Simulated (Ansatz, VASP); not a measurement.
**MnS in VASP and in Ansatz**

```
Mn S
1.0
     0.00000    2.47346    2.47346
     2.47346    0.00000    2.47346
     2.47346    2.47346    0.00000
Mn S
1 1
Direct
  0.00000 0.00000 0.00000
  0.75000 0.75000 0.75000
```

Alike in both runs: task single point; functional PBEsol; k mesh 9 × 9 × 9; occupations fermi-dirac, width 0.05 eV; collinear spin.

|  | VASP | Ansatz |
| --- | --- | --- |
| version | VASP 6.6.1 | Ansatz 0.2.0 |
| potentials or method | VASP PAW PBE potentials, release 64 (Mn_pv, S), cutoff 520 eV | all-electron LAPW, scalar-relativistic |

```tsv
	VASP	Ansatz	Ansatz less VASP
gap on the k mesh at the Fermi level (eV)	none	none	-
pressure (GPa)	-2.8	-3.0	-0.22
net moment per atom (μB)	0.12	0.12	+0.004
size of the moment on the site where the two differ most (μB)	0.23	0.23	+0.005
```

VASP's potentials were made for PBE, not for PBEsol. Site moments also hang on the region over which each program counts them. A gap of «none» marks a metal or a gap that the smearing closes. Ansatz ran all-electron here, and VASP with PAW potentials.
